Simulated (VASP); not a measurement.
Runs of VASP 6.6.1 on BaTiO3 (eos). The structure is that of space group Pm-3m (No. 221), or close to it. The cells are those of the table. 

| cell | gap on the mesh (eV) | pressure (GPa) |
| --- | --- | --- |
| a = 4.049 Å, 5 atoms | 1.59 | (a) |
| a = 3.934 Å, 5 atoms | 1.75 | 2.4 |
| a = 3.895 Å, 5 atoms | 1.80 | (b) |
| a = 3.813 Å, 5 atoms | 1.87 | 26.2 |
| a = 3.854 Å, 5 atoms | 1.86 | 16.9 |

Alike in all rows: task single point; level LDA; potentials or basis VASP PAW LDA potentials, release 64 (Ba_sv, Ti_sv, O); no spin polarisation; k mesh 8 × 8 × 8; cutoff (eV) 600; smearing gaussian 0.02 eV.

Question: Fill in the values left out.

Answer: (a) -12.2; (b) 9.1.

Caveats: spin-orbit coupling is left out, which moves the levels of the heavy elements.

A k mesh can miss the band edges, and the runs leave out spin-orbit coupling on Ba.
